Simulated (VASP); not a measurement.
A run of VASP 6.6.1 is set up as follows.

The input INCAR:

```
SYSTEM = Na2Ru
ALGO     = Normal         ! electronic algorithm
EDIFF    = 1E-7           ! SCF threshold, eV
ENCUT    = 520            ! plane-wave cutoff, eV
GGA      = PE             ! functional
ISIF     = 2              ! what is computed and relaxed
ISMEAR   = 0              ! smearing method
ISPIN    = 2              ! spin polarisation
LASPH    = .True.         ! aspherical terms in the spheres
LCHARG   = .True.         ! write CHGCAR
LELF     = .True.         ! ELF
LMAXMIX  = 4              ! l up to which the mixer works
LORBIT   = 11             ! projections on sites
LREAL    = .False.        ! projectors in reciprocal space
LVHAR    = .True.       
LWAVE    = .False.        ! write WAVECAR
MAGMOM   = 0 0 1          ! initial moments
NBANDS   = 25             ! bands
NELM     = 150            ! most SCF steps
PREC     = Accurate       ! precision mode
SIGMA    = 0.1            ! smearing width, eV
```

The input KPOINTS:

```
k-points
0
Gamma
  6 6 2
  0 0 0
```

File POSCAR:

```
Na2Ru
1.0
    2.7215481305      0.0000000000      0.0000000000
    0.0000000000      2.7215481305      0.0000000000
    0.0000000000      0.0000000000      8.2202964298
Na Ru
2 1
Direct
    0.0000000000      0.0000000000      0.7903161495
    0.0000000000      0.0000000000      0.2096838505
    0.5000000000      0.5000000000      0.5000000000
```

Potentials or basis: VASP PAW PBE potentials, release 64 (Na_pv, Ru_pv).

The run is started by

```sh
$ cat potpaw_PBE.64/Na_pv/POTCAR potpaw_PBE.64/Ru_pv/POTCAR > POTCAR
$ mpirun -np 1 vasp_std > vasp.out
```

Question: What does it give for the site moments?

Answer: Na +0.00; Ru +0.37 μB.

Question: Predict the largest force.

Answer: 0.029 eV/Å.

Question: Estimate the net moment.

Answer: 0.46 μB per cell.

Forces in eV/Å, atoms in the order of the input:
```
Na   0.000  0.000  0.029
Na   0.000  0.000 -0.029
Ru   0.000  0.000  0.000
```

Caveat: the k points lie up to 0.38 Å⁻¹ apart; the cell differs from its parent crystal (atoms taken out); a moment this small can come from the mesh or the smearing.
